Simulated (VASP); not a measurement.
A run of VASP 6.6.1 is set up as follows.

INCAR

```
PREC = Accurate
ENCUT = 520
EDIFF = 1E-6
ISMEAR = -1
SIGMA = 0.05
LREAL = Auto
LASPH = T
NELM = 60
ALGO = Normal
ISIF = 2
LWAVE = F
LCHARG = F
GGA = CA
NBANDS = 68
```

File KPOINTS:

```
regular mesh
0
Gamma
  1 1 1
```

Contents of POSCAR:

```
H6CSO
1.0
    7.4071520000      0.0000000000      0.0000000000
    0.0000000000      7.4071520000      0.0000000000
    0.0000000000      0.0000000000      7.4071520000
S H C O
4 24 4 4
Direct
    0.5739587901      0.2337200587      0.6994591174
    1.0679138217      0.3340420178      1.0095918107
    0.5344294271      0.8435630861      0.4512260583
    0.7793143708      0.6743212506      0.8707125222
    0.6287841805      0.3153573735      0.5366435035
    0.5943579935      0.0640867097      0.6565681385
    1.1337960933      0.3207980611      0.8028591826
    0.9282515061      0.2264838092      0.9806063113
    0.4504835327      0.8467356954      0.2942426455
    0.6165662592      0.6869846872      0.3991952643
    0.8949323573      0.5356714700      0.9199487198
    0.8083403716      0.7683384923      1.0223092492
    0.0375312941      0.5321208475      0.5487669215
    0.2885049477      0.2439129101      0.6270966223
    0.2580478975      0.5782789391      0.6146491931
    0.2123623223      0.4719222719      0.3959416521
    0.1213961857      0.7524214435      0.8897481785
    0.5080495175      0.6741052431      0.9322071425
    0.2795271381      0.9092698516      0.9930402400
    0.3031799536      0.8563885283      0.7798408889
    0.8773817521      1.0061626925      0.3706012783
    1.0691963659      0.7323597518      0.1797586981
    1.1096032591      0.9058002320      0.4385221202
    1.0825348258      1.0288029731      0.2361096411
    0.5029733425      0.3892454212      0.1333440977
    0.8059642896      0.4638624940      0.2889504630
    0.6870926910      0.2458839781      0.1241907821
    0.5349559453      0.2030200001      0.2869928955
    0.1772341110      0.4794420312      0.5413956673
    0.2684837573      0.7951639173      0.9053412162
    1.0106853484      0.9407259362      0.3289793432
    0.5926299339      0.3146823502      0.2151839195
    0.1673922717      0.3126707809      0.6303097331
    0.3775540181      0.6448632349      0.9529303570
    0.9617596615      0.7766412786      0.2350971061
    0.6869171849      0.4340264652      0.3372416281
```

Potentials or basis: VASP PAW LDA potentials, release 64 (S, H, C, O).

Command:

```sh
$ cat potpaw_LDA.64/S/POTCAR potpaw_LDA.64/H/POTCAR potpaw_LDA.64/C/POTCAR potpaw_LDA.64/O/POTCAR > POTCAR
$ mpirun -np 1 vasp_gam > vasp.out
```

**Question.** Estimate the band gap on the k mesh.

**Answer.** 4.00 eV.

**Question.** Estimate the largest force.

**Answer.** 2.056 eV/Å.

**Question.** Predict the pressure.

**Answer.** 0.4 GPa.

Stress tensor (GPa, compression positive):
```
-0.13  0.12 -0.08
 0.12  0.36  0.25
-0.08  0.25  1.08
```

Caveat: the k points lie up to 0.85 Å⁻¹ apart.
